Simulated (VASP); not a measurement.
# Ru (P6_3/mmc) in VASP: a series of runs

The runs below take Ru through single point, with PBE.

Program: VASP 6.6.1. These are calculated values, not measurements. Logs are shortened: lines on timing, memory, paths and dates and some standing lists are left out, and cuts for length are marked.

### 1 The cell of the first run

It takes space group P6_3/mmc (No. 194, hexagonal). The conventional cell has a = 2.606 Å, b = 2.606 Å, c = 4.117 Å, α = 90.00°, β = 90.00°, γ = 120.00°. Within 3.4 Å of Ru (site symmetry -6m2) lie 12 Ru at 2.55 to 2.61 Å.

### 2 Single point, PBE (12.11 Å³/atom)

The input, INCAR:

```
SYSTEM = Ru
PREC = Accurate
ENCUT = 520
EDIFF = 1E-6
ISMEAR = 0
SIGMA = 0.15
LREAL = .False.
LASPH = .True.
NELM = 100
ALGO = Fast
ISIF = 2
LWAVE = .False.
LCHARG = .True.
GGA = PE
LELF = .True.
LVHAR = .True.
NBANDS = 21
```

The input, KPOINTS:

```
Automatic mesh
0
Gamma
  21 21 12
  0 0 0
```

The input, POSCAR:

```
Ru
1.0
    2.6063235995      0.0000000000      0.0000000000
   -1.3031617998      2.2571424477      0.0000000000
    0.0000000000      0.0000000000      4.1173965395
Ru
2
Direct
    0.3333333333      0.6666666667      0.2500000000
    0.6666666667      0.3333333333      0.7500000000
```

Potentials or basis: VASP PAW PBE potentials, release 64 (Ru_pv).

The run is started by

```sh
$ cat potpaw_PBE.64/Ru_pv/POTCAR > POTCAR
$ mpirun -np 1 vasp_std > vasp.out
```

OUTCAR:

```text
SYSTEM = Ru
   PREC = Accurate
   ENCUT = 520
   EDIFF = 1E-6
   ISMEAR = 0
   LREAL = .False.
   LASPH = .True.
   NELM = 100
   ISIF = 2
   GGA = PE

 ion  position               nearest neighbor table
   1  0.333  0.667  0.250-   2 2.55   2 2.55   2 2.55   2 2.55   2 2.55   2 2.55
   2  0.667  0.333  0.750-   1 2.55   1 2.55   1 2.55   1 2.55   1 2.55   1 2.55

  LATTYP: Found a hexagonal cell.
 ALAT       =     2.6063235995
 C/A-ratio  =     1.5797718059

  Lattice vectors:

 A1 = (   2.6063235995,   0.0000000000,   0.0000000000)
 A2 = (  -1.3031617998,   2.2571424477,   0.0000000000)
 A3 = (   0.0000000000,   0.0000000000,   4.1173965395)

Analysis of symmetry for initial positions (statically):
=====================================================================
 Subroutine PRICEL returns:
 Original cell was already a primitive cell.

 Routine SETGRP: Setting up the symmetry group for a
 hexagonal supercell.

 Subroutine GETGRP returns: Found 24 space group operations
 (whereof 12 operations were pure point group operations)
 out of a pool of 24 trial point group operations.

The static configuration has the point symmetry D_3d.
 The point group associated with its full space group is D_6h.

Analysis of symmetry for dynamics (positions and initial velocities):
=====================================================================
 Subroutine PRICEL returns:
 Original cell was already a primitive cell.

 Routine SETGRP: Setting up the symmetry group for a
 hexagonal supercell.

 Subroutine GETGRP returns: Found 24 space group operations
 (whereof 12 operations were pure point group operations)
 out of a pool of 24 trial point group operations.

The dynamic configuration has the point symmetry D_3d.
 The point group associated with its full space group is D_6h.

 Subroutine INISYM returns: Found 24 space group operations
 (whereof 12 operations are pure point group operations),
 and found     1 'primitive' translations

----------------------------------------------------------------------------------------

                                     Primitive cell

  volume of cell :      24.2220

  direct lattice vectors                    reciprocal lattice vectors
     2.606323600  0.000000000  0.000000000     0.383682211  0.221519028  0.000000000
    -1.303161800  2.257142448  0.000000000     0.000000000  0.443038055  0.000000000
     0.000000000  0.000000000  4.117396539     0.000000000  0.000000000  0.242871919

  length of vectors
     2.606323600  2.606323600  4.117396539     0.443038055  0.443038055  0.242871919
[... 75 lines left out ...]
   ISPIN  =      1    spin polarized calculation?
   LNONCOLLINEAR =      F non collinear calculations
   LSORBIT =      F    spin-orbit coupling
   LASPH  =      T    aspherical Exc in radial PAW
   ENCUT  =  520.0 eV  38.22 Ry    6.18 a.u.   4.85  4.85  7.66*2*pi/ulx,y,z
   NELM   =    100;   NELMIN=  2; NELMDL= -5     # of ELM steps
   EDIFF  = 0.1E-05   stopping-criterion for ELM
   LREAL  =      F    real-space projection
   EDIFFG = 0.1E-04   stopping-criterion for IOM
   NSW    =      0    number of steps for IOM
   IBRION =     -1    ionic relax: 0-MD 1-quasi-New 2-CG
   NFREE  =      0    steps in history (QN), initial steepest desc. (CG)
   ISIF   =      2    stress and relaxation
   ISYM   =      2    0-nonsym 1-usesym 2-fastsym
   POTIM  = 0.5000    time-step for ionic-motion
   TEBEG  =    0.0;   TEEND  =   0.0 temperature during run
   PSTRESS=    0.0 pullay stress
   NELECT =      28.0000    total number of electrons
   NUPDOWN=      -1.0000    fix difference up-down
   EMIN   =  10.00;   EMAX   =-10.00  energy-range for DOS
   EFERMI =   0.00;   METHOD = LEGACY
   ISMEAR =     0;   SIGMA  =   0.15  broadening in eV -4-tet -1-fermi 0-gaus
   EFERMI_NEDOS =   21; number of points for ismear=-14 and -15
   IALGO  =     68    algorithm
   IMIX   =      4    mixing-type and parameters
     AMIX     =   0.40;   BMIX     =  1.00
     AMIX_MAG =   1.60;   BMIX_MAG =  1.00
  volume/ion in A,a.u.               =      12.11        81.73
  Fermi-wavevector in a.u.,A,eV,Ry     =   1.718136  3.246806 40.164275  2.951991
  Thomas-Fermi vector in A             =   2.795005
   LORBIT       =      0    0 simple, 1 ext, 2 COOP (PROOUT), +10 PAW based schemes
   GGA     = PE    functional components
   LHFCALC =     F    Hartree Fock is set to
   AEXX    =    0.0000 exact exchange contribution
   IVDW    =     0    specifies the selected vdW correction
   LEPSILON=     F    determine dielectric tensor
   LRPA    =     F    only Hartree local field effects (RPA)
 non-spin polarized calculation
 RMM-DIIS sequential band-by-band and
 Gauss-broadening in eV      SIGMA  =   0.15
  energy-cutoff  :      520.00
  volume of cell :       24.22
 maximum number of plane-waves:       678
 NGX is ok and might be reduce to    20
   NGX =  9   NGY =  9   NGZ = 15

 number of electron      28.0000004 magnetization

 Free energy of the ion-electron system (eV)
  ---------------------------------------------------
  ext. energy  EPLUGINS =         0.00000000
  ---------------------------------------------------
  free energy    TOTEN  =       -17.97693634 eV

  energy without entropy =      -17.95997374  energy(sigma->0) =      -17.96845504

 E-fermi :  15.0614     XC(G=0): -14.8410

 val. band max:       15.0611169320   @ k =   0.1905   0.0952   0.2500
 cond. band min:      15.0685641737   @ k =   0.4286   0.1429   0.3333
 fundamental gap:      0.0074472418
 Fermi energy:        15.0613755174

 k-point     1 :       0.0000    0.0000    0.0000
  band No.  band energies     occupation
      1     -29.1167      2.00000
      2     -27.7642      2.00000
      3     -27.7642      2.00000
      4     -27.5213      2.00000
      5     -27.5213      2.00000
      6     -27.4572      2.00000
[... 565 lines left out ...]
     20      25.3409      0.00000
     21      26.4158      0.00000

 [... further k-points ...]
[... 5 lines left out ...]
  --------------------------------------------------------------------------------------
  -------------------------------------------------------------------------------------
  Total        8.1400713      8.1400713      8.5323664     -0.0000000      0.0000000     -0.0000000
  in kB      538.4294351    538.4294351    564.3780022     -0.0000000      0.0000000     -0.0000000
  external PRESSURE =     547.0789575 kB  Pullay stress =       0.0000000 kB

 VOLUME and BASIS-vectors are now :
 -----------------------------------------------------------------------------
  energy-cutoff  :      520.00
  volume of cell :       24.22
      direct lattice vectors                 reciprocal lattice vectors
     2.606323600  0.000000000  0.000000000     0.383682211  0.221519028  0.000000000
    -1.303161800  2.257142448  0.000000000     0.000000000  0.443038055  0.000000000
     0.000000000  0.000000000  4.117396539     0.000000000  0.000000000  0.242871919

 POSITION                                       TOTAL-FORCE (eV/Angst)
 -----------------------------------------------------------------------------------
     -0.00000      1.50476      1.02935        -0.000000      0.000000      0.000000
      1.30316      0.75238      3.08805         0.000000      0.000000      0.000000
 -----------------------------------------------------------------------------------
    total drift:                               -0.000000      0.000000     -0.000000

  FREE ENERGIE OF THE ION-ELECTRON SYSTEM (eV)
  ---------------------------------------------------
  free  energy   TOTEN  =       -17.9769363432 eV

  energy  without entropy=      -17.9599737375  energy(sigma->0) =      -17.96845504
```

OSZICAR:

```text
N       E                     dE             d eps       ncg     rms          rms(c)
DAV:   1     0.291829671100E+03    0.29183E+03   -0.17516E+04 14120   0.151E+03
DAV:   2    -0.131335802424E+02   -0.30496E+03   -0.29539E+03 14468   0.454E+02
DAV:   3    -0.191312889945E+02   -0.59977E+01   -0.59652E+01 16792   0.714E+01
DAV:   4    -0.191732285882E+02   -0.41940E-01   -0.41847E-01 17089   0.585E+00
DAV:   5    -0.191737315354E+02   -0.50295E-03   -0.49956E-03 15891   0.592E-01    0.235E+01
RMM:   6    -0.180942612413E+02    0.10795E+01   -0.21131E+00 14562   0.125E+01    0.804E+00
RMM:   7    -0.179846191931E+02    0.10964E+00   -0.42019E-01 15511   0.513E+00    0.143E+00
RMM:   8    -0.179766240708E+02    0.79951E-02   -0.30303E-02 16021   0.164E+00    0.198E-01
RMM:   9    -0.179769250922E+02   -0.30102E-03   -0.25949E-03 16185   0.467E-01    0.812E-02
RMM:  10    -0.179769547098E+02   -0.29618E-04   -0.40266E-04 16415   0.181E-01    0.308E-02
RMM:  11    -0.179769351422E+02    0.19568E-04   -0.10768E-04 16682   0.886E-02    0.517E-03
RMM:  12    -0.179769367228E+02   -0.15805E-05   -0.19433E-05 17098   0.339E-02    0.303E-03
RMM:  13    -0.179769363432E+02    0.37953E-06   -0.19604E-06 11810   0.124E-02
   1 F= -.17976936E+02 E0= -.17968455E+02  d E =-.169626E-01
```

stdout:

```text
POSCAR found type information on POSCAR Ru
 POSCAR found :  1 types and       2 ions
 scaLAPACK will be used
 LDA part: xc-table for (Slater+PW92), standard interpolation
 POSCAR, INCAR and KPOINTS ok, starting setup
 FFT: planning ... GRIDC
 FFT: planning ... GRID_SOFT
 FFT: planning ... GRID
 WAVECAR not read
 entering main loop
WARNING in EDDRMM: call to ZHEGV failed, returncode =   8  4     20
```

Wall time 62 s (1 thread of Intel Xeon 6975P-C (Granite Rapids), shared host); peak memory 0.23 GiB.

Results:

| Quantity | Value |
| --- | --- |
| Free energy | -17.9769 eV |
| Pressure | 54.7 GPa |
| Band gap on the k mesh | zero (bands 14 and 15 overlap by 3.81 eV) |

Caveat: the cell stands under pressure.

### 3 Single point, PBE (12.66 Å³/atom)

This run uses another cell than the first one, of 12.66 Å³/atom.

The input, INCAR:

```
PREC = Accurate
ENCUT = 520
EDIFF = 1E-6
ISMEAR = 0
SIGMA = 0.15
LREAL = False
LASPH = True
NELM = 100
ALGO = Fast
ISIF = 2
LWAVE = False
LCHARG = True
GGA = PE
LELF = True
LVHAR = True
NBANDS = 21
```

The input, KPOINTS:

```
Automatic mesh
0
Gamma
  21 21 12
```

The input, POSCAR:

```
Ru
1.0
    2.8107116375      0.0000000000      0.0000000000
   -1.4053558188      2.4341476808      0.0000000000
    0.0000000000      0.0000000000      3.7014261554
Ru
2
Direct
    0.3333333333      0.6666666667      0.2500000000
    0.6666666667      0.3333333333      0.7500000000
```

Potentials or basis: VASP PAW PBE potentials, release 64 (Ru_pv).

The run is started by

```sh
$ cat potpaw_PBE.64/Ru_pv/POTCAR > POTCAR
$ mpirun -np 1 vasp_std > vasp.out
```

Wall time 63 s (1 thread of Intel Xeon 6975P-C (Granite Rapids), shared host); peak memory 0.25 GiB.

The run converged. Its results:

```yaml
Free_energy: -17.3678 eV
Pressure: 47.5 GPa
Band_gap_on_the_k_mesh: zero (bands 14 and 15 overlap by 2.80 eV)
```

Stress tensor (GPa, compression positive):
```
 20.44   0.00   0.00
  0.00  20.44   0.00
  0.00   0.00 101.59
```

Levels at points of the mesh, in eV from the Fermi level:
```
           k point  band 11  band 12  band 13  band 14  band 15  band 16  band 17  band 18
(0.00, 0.00, 0.00)    -3.11    -3.11    -2.02    -2.02    -0.97     1.21     1.21     3.87
(0.00, 0.00, 0.50)    -4.15    -4.15    -1.81    -1.81     1.02     1.02     1.02     1.02
```

Caveat: the cell stands under pressure.

### 4 Single point, PBE (12.66 Å³/atom)

This run uses another cell than the first one, of 12.66 Å³/atom.

The input, INCAR:

```
SYSTEM = Ru
ALGO = Fast
EDIFF = 1E-6
ENCUT = 520
GGA = PE
ISIF = 2
ISMEAR = 0
LASPH = .True.
LCHARG = .False.
LREAL = .False.
LWAVE = .False.
NBANDS = 21
NELM = 80
PREC = Accurate
SIGMA = 0.15
```

The input, KPOINTS:

```
k-points
0
Gamma
  21 21 12
  0 0 0
```

The input, POSCAR:

```
Ru
1.0
    2.5922973633      0.0000000000      0.0000000000
   -1.2961486817      2.2449953708      0.0000000000
    0.0000000000      0.0000000000      4.3514303541
Ru
2
Direct
    0.3333333333      0.6666666667      0.2500000000
    0.6666666667      0.3333333333      0.7500000000
```

The run is started by

```sh
$ cat potpaw_PBE.64/Ru_pv/POTCAR > POTCAR
$ mpirun -np 1 vasp_std > vasp.out
```

Wall time 60 s (1 thread of Intel Xeon 6975P-C (Granite Rapids), shared host); peak memory 0.24 GiB.

It converged, with:

```yaml
Free_energy: -18.1657 eV
Pressure: 32.7 GPa
Band_gap_on_the_k_mesh: zero (bands 14 and 15 overlap by 3.47 eV)
```

Stress tensor (GPa, compression positive):
```
44.39  0.00  0.00
 0.00 44.39  0.00
 0.00  0.00  9.35
```

Levels at points of the mesh, in eV from the Fermi level:
| k point | band 12 | band 13 | band 14 | band 15 | band 16 | band 17 |
| --- | --- | --- | --- | --- | --- | --- |
| (0.00, 0.00, 0.00) | -2.22 | -2.22 | -1.05 | -1.05 | 0.69 | 1.34 |
| (0.00, 0.00, 0.50) | -2.88 | -2.88 | -2.88 | 0.61 | 0.61 | 0.61 |

Caveat: the cell stands under pressure.

[end of part 1 of 2]
